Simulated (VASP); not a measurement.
# TaC (Fm-3m) in VASP: further runs

The runs below take TaC through electric field gradients, with PBE.

Everything below comes from runs of VASP 6.6.1. Logs are shortened: lines on timing, memory, paths and dates and some standing lists are left out, and cuts for length are marked.

### Step 1. The cell of the first run

The structure is cubic, space group Fm-3m (No. 225). Conventional cell: a = 4.039 Å, b = 4.039 Å, c = 4.039 Å, α = 90.00°, β = 90.00°, γ = 90.00°. Within 2.7 Å of Ta (site symmetry m-3m) lie 6 C at 2.02 Å. C (site symmetry m-3m) has 6 Ta at 2.02 Å within 2.7 Å.

### Step 2. Electric field gradients, PBE (volume scaled by 0.75)

Input file INCAR:

```
ALGO     = Normal         # electronic algorithm
EDIFF    = 1E-8           # SCF threshold, eV
ENCUT    = 520            # plane-wave cutoff, eV
GGA      = PE             # functional
GGA_COMPAT= False        
ISIF     = 2              # what is computed and relaxed
ISMEAR   = -1             # smearing method
LASPH    = True           # aspherical terms in the spheres
LCHARG   = False          # write CHGCAR
LEFG     = True         
LREAL    = False          # projectors in reciprocal space
LWAVE    = False          # write WAVECAR
NBANDS   = 14             # bands
NELM     = 120            # most SCF steps
PREC     = Accurate       # precision mode
SIGMA    = 0.05           # smearing width, eV
```

Input file KPOINTS:

```
k-points
0
Gamma
  14 14 14
```

Input file POSCAR:

```
TaC
1.0
    0.0000000000      2.0197295389      2.0197295389
    2.0197295389      0.0000000000      2.0197295389
    2.0197295389      2.0197295389      0.0000000000
Ta C
1 1
Direct
    0.0000000000      0.0000000000      0.0000000000
    0.5000000000      0.5000000000      0.5000000000
```

Potentials or basis: VASP PAW PBE potentials, release 64 (Ta_pv, C).

On the command line:

```bash
cat potpaw_PBE.64/Ta_pv/POTCAR potpaw_PBE.64/C/POTCAR > POTCAR
mpirun -np 1 vasp_std > vasp.out
```

OUTCAR:

```text
EDIFF = 1E-8
   ENCUT = 520
   GGA = PE
   ISIF = 2
   ISMEAR = -1
   LASPH = True
   LREAL = False
   NELM = 120
   PREC = Accurate

 ion  position               nearest neighbor table
   1  0.000  0.000  0.000-   2 2.02   2 2.02   2 2.02   2 2.02   2 2.02   2 2.02
   2  0.500  0.500  0.500-   1 2.02   1 2.02   1 2.02   1 2.02   1 2.02   1 2.02

  LATTYP: Found a face centered cubic cell.
 ALAT       =     4.0394590778

  Lattice vectors:

 A1 = (   0.0000000000,   2.0197295389,   2.0197295389)
 A2 = (   2.0197295389,   0.0000000000,   2.0197295389)
 A3 = (   2.0197295389,   2.0197295389,   0.0000000000)

Analysis of symmetry for initial positions (statically):
[... 33 lines left out ...]
                                     Primitive cell

  volume of cell :      16.4782

  direct lattice vectors                    reciprocal lattice vectors
     0.000000000  2.019729539  2.019729539    -0.247557898  0.247557898  0.247557898
     2.019729539  0.000000000  2.019729539     0.247557898 -0.247557898  0.247557898
     2.019729539  2.019729539  0.000000000     0.247557898  0.247557898 -0.247557898

  length of vectors
     2.856328906  2.856328906  2.856328906     0.428782858  0.428782858  0.428782858

  position of ions in fractional coordinates (direct lattice)
     0.000000000  0.000000000  0.000000000
     0.500000000  0.500000000  0.500000000

  ion indices of the primitive-cell ions
   primitive index   ion index
                 1           1
                 2           2

----------------------------------------------------------------------------------------

 KPOINTS: k-points

Automatic generation of k-mesh.
 Grid dimensions read from file:
 generate k-points for:   14   14   14

 Generating k-lattice:

  Cartesian coordinates                     Fractional coordinates (reciprocal lattice)
    -0.017682707  0.017682707  0.017682707     0.071428571  0.000000000  0.000000000
     0.017682707 -0.017682707  0.017682707     0.000000000  0.071428571  0.000000000
     0.017682707  0.017682707 -0.017682707     0.000000000  0.000000000  0.071428571

  Length of vectors
     0.030627347  0.030627347  0.030627347

  Shift w.r.t. Gamma in fractional coordinates (k-lattice)
     0.000000000  0.000000000  0.000000000

 Subroutine IBZKPT returns following result:
 ===========================================

 Found    104 irreducible k-points:

 Following reciprocal coordinates:
            Coordinates               Weight
  0.000000  0.000000  0.000000      1.000000
  0.071429  0.000000  0.000000      8.000000
  0.142857  0.000000  0.000000      8.000000
  0.214286  0.000000  0.000000      8.000000
  0.285714  0.000000  0.000000      8.000000
  0.357143  0.000000  0.000000      8.000000
[... 16 lines left out ...]
  0.214286  0.142857  0.000000     24.000000
  0.285714  0.142857  0.000000     24.000000
 [... further k-points ...]
   k-points           NKPTS =    104   k-points in BZ     NKDIM =    104   number of bands    NBANDS=     14
   number of dos      NEDOS =    301   number of ions     NIONS =      2
   total plane-waves  NPLWV =  13824
   dimension x,y,z NGX =    24 NGY =   24 NGZ =   24
   dimension x,y,z NGXF=    48 NGYF=   48 NGZF=   48
   ions per type =               1   1
   NGX,Y,Z   is equivalent  to a cutoff of  13.97, 13.97, 13.97 a.u.
   NGXF,Y,Z  is equivalent  to a cutoff of  27.94, 27.94, 27.94 a.u.
 SYSTEM =  unknown system
   PREC   = accura    normal or accurate (medium, high low for compatibility)
   ISTART =      0    job   : 0-new  1-cont  2-samecut
   ICHARG =      2    charge: 1-file 2-atom 10-const
   ISPIN  =      1    spin polarized calculation?
   LNONCOLLINEAR =      F non collinear calculations
   LSORBIT =      F    spin-orbit coupling
   LASPH  =      T    aspherical Exc in radial PAW
   ENCUT  =  520.0 eV  38.22 Ry    6.18 a.u.   5.31  5.31  5.31*2*pi/ulx,y,z
   NELM   =    120;   NELMIN=  2; NELMDL= -5     # of ELM steps
   EDIFF  = 0.1E-07   stopping-criterion for ELM
   LREAL  =      F    real-space projection
   EDIFFG = 0.1E-06   stopping-criterion for IOM
   NSW    =      0    number of steps for IOM
   IBRION =     -1    ionic relax: 0-MD 1-quasi-New 2-CG
   NFREE  =      0    steps in history (QN), initial steepest desc. (CG)
   ISIF   =      2    stress and relaxation
   ISYM   =      2    0-nonsym 1-usesym 2-fastsym
   POTIM  = 0.5000    time-step for ionic-motion
   TEBEG  =    0.0;   TEEND  =   0.0 temperature during run
   PSTRESS=    0.0 pullay stress
   NELECT =      15.0000    total number of electrons
   NUPDOWN=      -1.0000    fix difference up-down
   EMIN   =  10.00;   EMAX   =-10.00  energy-range for DOS
   EFERMI =   0.00;   METHOD = LEGACY
   ISMEAR =    -1;   SIGMA  =   0.05  broadening in eV -4-tet -1-fermi 0-gaus
   EFERMI_NEDOS =   21; number of points for ismear=-14 and -15
   IALGO  =     38    algorithm
   IMIX   =      4    mixing-type and parameters
     AMIX     =   0.40;   BMIX     =  1.00
     AMIX_MAG =   1.60;   BMIX_MAG =  1.00
  volume/ion in A,a.u.               =       8.24        55.60
  Fermi-wavevector in a.u.,A,eV,Ry     =   1.586605  2.998248 34.250137  2.517314
  Thomas-Fermi vector in A             =   2.685890
   LORBIT       =      0    0 simple, 1 ext, 2 COOP (PROOUT), +10 PAW based schemes
   GGA     = PE    functional components
   LHFCALC =     F    Hartree Fock is set to
   AEXX    =    0.0000 exact exchange contribution
   IVDW    =     0    specifies the selected vdW correction
   LEPSILON=     F    determine dielectric tensor
   LRPA    =     F    only Hartree local field effects (RPA)
 non-spin polarized calculation
  energy-cutoff  :      520.00
  volume of cell :       16.48
 maximum number of plane-waves:       459
 NGX is ok and might be reduce to    24
   NGX = 11   NGY = 11   NGZ = 11

 number of electron      15.0000002 magnetization

 Free energy of the ion-electron system (eV)
  ---------------------------------------------------
  ext. energy  EPLUGINS =         0.00000000
  ---------------------------------------------------
  free energy    TOTEN  =       -19.45865828 eV

  energy without entropy =      -19.45428130  energy(sigma->0) =      -19.45646979

 E-fermi :  11.7141     XC(G=0): -14.8208

 val. band max:       11.6877671861   @ k =   0.5000   0.2143   0.0000
 cond. band min:      11.7337152490   @ k =   0.1429   0.0714   0.0000
 fundamental gap:      0.0459480630
 Fermi energy:        11.7141247761

 k-point     1 :       0.0000    0.0000    0.0000
  band No.  band energies     occupation
      1     -22.4888      2.00000
      2     -22.4888      2.00000
      3     -22.4888      2.00000
      4      -5.1704      2.00000
      5       9.6148      2.00000
      6       9.6148      2.00000
      7       9.6148      2.00000
      8      10.9867      2.00000
      9      10.9867      2.00000
     10      10.9867      2.00000
     11      12.6465      0.00000
     12      12.6465      0.00000
     13      21.9781      0.00000
     14      22.1173      0.00000

 k-point     2 :       0.0714    0.0000    0.0000
  band No.  band energies     occupation
      1     -22.6056      2.00000
      2     -22.4982      2.00000
      3     -22.4982      2.00000
      4      -4.9365      2.00000
      5       8.7831      2.00000
      6       9.2753      2.00000
      7       9.2753      2.00000
      8      10.3788      2.00000
      9      10.3788      2.00000
     10      11.5202      1.95945
     11      14.0067      0.00000
     12      14.0067      0.00000
     13      22.3620      0.00000
     14      22.5156      0.00000

 k-point     3 :       0.1429    0.0000    0.0000
  band No.  band energies     occupation
      1     -22.9213      2.00000
      2     -22.5244      2.00000
      3     -22.5244      2.00000
      4      -4.2802      2.00000
      5       7.4014      2.00000
      6       7.9753      2.00000
      7       7.9753      2.00000
      8      10.7375      2.00000
      9      10.7375      2.00000
     10      12.1551      0.00030
     11      16.1639      0.00000
     12      16.1639      0.00000
     13      22.9718      0.00000
     14      24.0047      0.00000

 k-point     4 :       0.2143    0.0000    0.0000
  band No.  band energies     occupation
      1     -23.3507      2.00000
      2     -22.5620      2.00000
      3     -22.5620      2.00000
      4      -3.3168      2.00000
      5       5.9904      2.00000
      6       6.6974      2.00000
      7       6.6974      2.00000
      8      11.6170      1.74914
      9      11.6170      1.74914
     10      12.7126      0.00000
     11      18.5074      0.00000
     12      18.5074      0.00000
     13      23.5492      0.00000
     14      25.7424      0.00000

 k-point     5 :       0.2857    0.0000    0.0000
  band No.  band energies     occupation
      1     -23.7960      2.00000
      2     -22.6031      2.00000
      3     -22.6031      2.00000
      4      -2.1896      2.00000
      5       4.6732      2.00000
      6       5.6614      2.00000
      7       5.6614      2.00000
      8      12.7922      0.00000
      9      12.7922      0.00000
     10      13.4019      0.00000
     11      20.8886      0.00000
[... 276 lines left out ...]
 k-point    22 :       0.1429    0.1429    0.0000
  band No.  band energies     occupation
      1     -22.8899      2.00000
      2     -22.6234      2.00000
      3     -22.6234      2.00000
      4      -4.0347      2.00000
      5       6.2473      2.00000
      6       8.3666      2.00000
      7       8.7372      2.00000
      8       8.7372      2.00000
      9      13.1108      0.00000
     10      13.4356      0.00000
     11      13.4356      0.00000
     12      17.7348      0.00000
     13      23.6152      0.00000
     14      24.5730      0.00000

 k-point    23 :       0.2143    0.1429    0.0000
  band No.  band energies     occupation
      1     -23.1676      2.00000
      2     -22.6860      2.00000
      3     -22.6630      2.00000
      4      -3.3915      2.00000
      5       5.1951      2.00000
      6       7.3680      2.00000
      7       8.2654      2.00000
      8       9.1946      2.00000
      9      13.1067      0.00000
     10      14.2149      0.00000
     11      15.2272      0.00000
     12      19.1563      0.00000
     13      24.4536      0.00000
     14      25.7492      0.00000

 k-point    24 :       0.2857    0.1429    0.0000
  band No.  band energies     occupation
      1     -23.5400      2.00000
      2     -22.7409      2.00000
      3     -22.7070      2.00000
      4      -2.5435      2.00000
      5       4.2678      2.00000
      6       6.4128      2.00000
      7       7.3540      2.00000
      8       9.9101      2.00000
      9      13.8660      0.00000
     10      14.9240      0.00000
     11      17.2866      0.00000
     12      20.8432      0.00000
     13      24.9502      0.00000
     14      25.7436      0.00000

 [... further k-points ...]
[... 5 lines left out ...]
  --------------------------------------------------------------------------------------
  -------------------------------------------------------------------------------------
  Total       19.6928646     19.6928646     19.6928646     -0.0000000     -0.0000000      0.0000000
  in kB     1914.7400909   1914.7400909   1914.7400909     -0.0000000     -0.0000000      0.0000000
  external PRESSURE =    1914.7400909 kB  Pullay stress =       0.0000000 kB

 VOLUME and BASIS-vectors are now :
 -----------------------------------------------------------------------------
  energy-cutoff  :      520.00
  volume of cell :       16.48
      direct lattice vectors                 reciprocal lattice vectors
     0.000000000  2.019729539  2.019729539    -0.247557898  0.247557898  0.247557898
     2.019729539  0.000000000  2.019729539     0.247557898 -0.247557898  0.247557898
     2.019729539  2.019729539  0.000000000     0.247557898  0.247557898 -0.247557898

 POSITION                                       TOTAL-FORCE (eV/Angst)
 -----------------------------------------------------------------------------------
      0.00000      0.00000      0.00000        -0.000000     -0.000000     -0.000000
      2.01973      2.01973      2.01973         0.000000      0.000000      0.000000
 -----------------------------------------------------------------------------------
    total drift:                                0.000000     -0.000000     -0.000000

  FREE ENERGIE OF THE ION-ELECTRON SYSTEM (eV)
  ---------------------------------------------------
  free  energy   TOTEN  =       -19.4586582806 eV

  energy  without entropy=      -19.4542812976  energy(sigma->0) =      -19.45646979

 Electric field gradients (V/A^2)
---------------------------------------------------------------------
 ion       V_xx      V_yy      V_zz      V_xy      V_xz      V_yz
---------------------------------------------------------------------
   1       0.000     0.000    -0.000    -0.000    -0.000    -0.000
   2      -0.000     0.000    -0.000    -0.000    -0.000    -0.000
---------------------------------------------------------------------

 Electric field gradients after diagonalization (V/A^2)
 (convention: |V_zz| > |V_xx| > |V_yy|)
----------------------------------------------------------------------
 ion       V_xx      V_yy      V_zz     asymmetry (V_yy - V_xx)/ V_zz
----------------------------------------------------------------------
   1       0.000     0.000    -0.000       0.000
   2       0.000     0.000    -0.000       0.000
----------------------------------------------------------------------

           NMR quadrupolar parameters

 Cq : quadrupolar parameter    Cq=e*Q*V_zz/h
 eta: asymmetry parameters     (V_yy - V_xx)/ V_zz
 Q  : nuclear electric quadrupole moment in mb (millibarn)
----------------------------------------------------------------------
 ion       Cq(MHz)       eta       Q (mb)
----------------------------------------------------------------------
   1      -0.000       0.000       1.000
   2      -0.000       0.000       1.000
----------------------------------------------------------------------
```

It took 31 s on 1 thread of Intel Xeon Platinum 8259CL at 2.50GHz (Skylake/Cascade Lake), shared host; peak memory 0.16 GiB.

What came out:

```
Free energy : -19.4587 eV
Pressure    : 191.5 GPa
```

Levels at points of the mesh, in eV from the Fermi level:
| k point | band 5 | band 6 | band 7 | band 8 | band 9 | band 10 | band 11 | band 12 |
| --- | --- | --- | --- | --- | --- | --- | --- | --- |
| (0.00, 0.00, 0.00) | -2.10 | -2.10 | -2.10 | -0.73 | -0.73 | -0.73 | 0.93 | 0.93 |
| (0.50, 0.00, 0.00) | -9.96 | -7.42 | -7.42 | 4.05 | 4.05 | 5.50 | 6.43 | 14.03 |
| (0.50, 0.50, 0.00) | -6.66 | -4.27 | -1.66 | -1.66 | 3.92 | 6.22 | 6.22 | 10.98 |

Caveat: without QUAD_EFG the Cq values of the log hold for a quadrupole moment of 1 mb, not for the nuclei; spin-orbit coupling is left out, which moves the levels of the heavy elements.

(Part 1 of 3 ends here.)
